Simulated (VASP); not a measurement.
Wanted: the native input for a VASP 6.6.1 run.

```yaml
Task: single point
Functional: PBEsol
Dispersion: D4
Potentials_or_basis: VASP PAW PBE potentials, release 64 (Mo_sv, S)
Cutoff: 520 eV
k_mesh: 10 × 10 × 3
Occupations: fermi-dirac, width 0.05 eV
Spin: no spin polarisation
Dipole_correction: no
Further_INCAR_settings: ALGO = Normal; EDIFF = 1e-06; NBANDS = 35
```

The structure of MoS2 lies in POSCAR:

```
MoS2
1.0
    3.1225489143      0.0000000000      0.0000000000
   -1.5612744571      2.7042066843      0.0000000000
    0.0000000000      0.0000000000     11.9262333944
Mo S
2 4
Direct
    0.6666666667      0.3333333333      0.7500000000
    0.3333333333      0.6666666667      0.2500000000
    0.6666666667      0.3333333333      0.3809127043
    0.3333333333      0.6666666667      0.8809127043
    0.6666666667      0.3333333333      0.1190872957
    0.3333333333      0.6666666667      0.6190872957
```

One way to write it, as run:

INCAR

```
SYSTEM = MoS2
ALGO = Normal
EDIFF = 1E-6
ENCUT = 520
GGA = PS
ISIF = 2
ISMEAR = -1
IVDW = 13
LASPH = .TRUE.
LCHARG = .FALSE.
LREAL = .FALSE.
LWAVE = .FALSE.
NBANDS = 35
NELM = 60
PREC = Accurate
SIGMA = 0.05
```

KPOINTS

```
k-points
0
G
  10 10 3
  0 0 0
```

Potentials or basis: VASP PAW PBE potentials, release 64 (Mo_sv, S).

Launch:

```bash
$ cat potpaw_PBE.64/Mo_sv/POTCAR potpaw_PBE.64/S/POTCAR > POTCAR
$ mpirun -np 1 vasp_std > vasp.out
```

Results of the run:

```json
{
 "Pressure": "0.0 GPa",
 "Band gap on the k mesh": "0.72 eV, indirect (least direct gap 1.96 eV)",
 "Dispersion energy per atom": "-0.259 eV"
}
```

Caveat: the PAW data sets were made with another functional, which shifts forces and pressure a little.

Wall time 43 s on 1 thread of Intel(R) Xeon(R) 6975P-C (Granite Rapids), on a shared host, peak memory 0.25 GiB.
